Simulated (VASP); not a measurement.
Runs of VASP 6.6.1 on Ti3Al (vib). The structure is that of space group Fm-3m (No. 225), or close to it. The cells are those of the table. 

```tsv
task	cell	k mesh	cutoff (eV)	smearing	gap on the mesh (eV)	pressure (GPa)	relaxed volume (Å³/atom)
single point	a = 4.452 Å, angles 60.0°, 4 atoms	10 × 10 × 10	520	gaussian 0.1 eV	none	0.0	-
single point	a = 4.451 Å, angles 60.0°, 4 atoms	6 × 6 × 6	520	gaussian 0.1 eV	none	0.0	-
single point	a = 4.570 Å, angles 60.0°, 4 atoms	6 × 6 × 6	520	gaussian 0.1 eV	none	(a)	-
relaxation of cell and atoms	relaxed from a = 4.452 Å, angles 60.0°, 4 atoms	10 × 10 × 10	600	fermi-dirac 0.15 eV	none	0.0	15.69
relaxation of cell and atoms	relaxed from a = 4.451 Å, angles 60.0°, 4 atoms	10 × 10 × 10	600	gaussian 0.1 eV	none	0.0	15.60
relaxation of cell and atoms	relaxed from a = 4.570 Å, angles 60.0°, 4 atoms	6 × 6 × 6	600	gaussian 0.1 eV	none	-0.1	15.60
single point	a = 4.460 Å, angles 60.0°, 4 atoms	10 × 10 × 10	520	fermi-dirac 0.15 eV	none	0.0	-
```

Alike in all rows: level LDA; potentials or basis VASP PAW LDA potentials, release 64 (Ti_sv, Al); no spin polarisation.

Task: Fill in the values left out.

Result: (a) -8.6.

A gap of «none» marks levels without a gap at the run's occupations.
